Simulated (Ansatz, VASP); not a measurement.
## Be: VASP beside Ansatz

```xyz
4
Lattice="3.7507 0.0585 -0.0114 0.0585 3.7434 0.0045 -0.0069 0.0028 2.2590" Properties=species:S:1:pos:R:3 pbc="T T T"
Be    1.1175    1.1634    2.2452
Be    2.6493    2.6655    0.0042
Be    0.7794    3.0200    1.1454
Be    3.0001    0.8383    1.1257
```

Alike in both runs: task single point; functional LDA; k mesh 4 × 4 × 7; occupations gaussian, width 0.1 eV; no spin polarisation.

```csv
,VASP,Ansatz
version,VASP 6.6.1,Ansatz 0.2.0
potentials or method,"VASP PAW LDA potentials, release 64 (Be), cutoff 520 eV","plane waves, PAW"
valence electrons in the cell,8,8
```

VASP gave:

| Item | Value |
| --- | --- |
| pressure (GPa) | -3.0 |
| traceless stress, the component that is largest in VASP (GPa) | -5.94 |
| rms of the force components (eV/Å) | 0.121 |

**Question.** Which values does Ansatz return?

**Answer.** Pressure (GPa): -3.4; traceless stress, the component that is largest in VASP (GPa): -5.96; rms of the force components (eV/Å): 0.120.

LDA's correlation is that of Perdew and Zunger in VASP and of Perdew and Wang (1992) in Ansatz. Atom by atom the forces differ by 0.001 eV/Å (rms over components). Ansatz's warnings: stress scf threshold loose.

The k mesh is coarse, so the values compare programs but aren't converged.
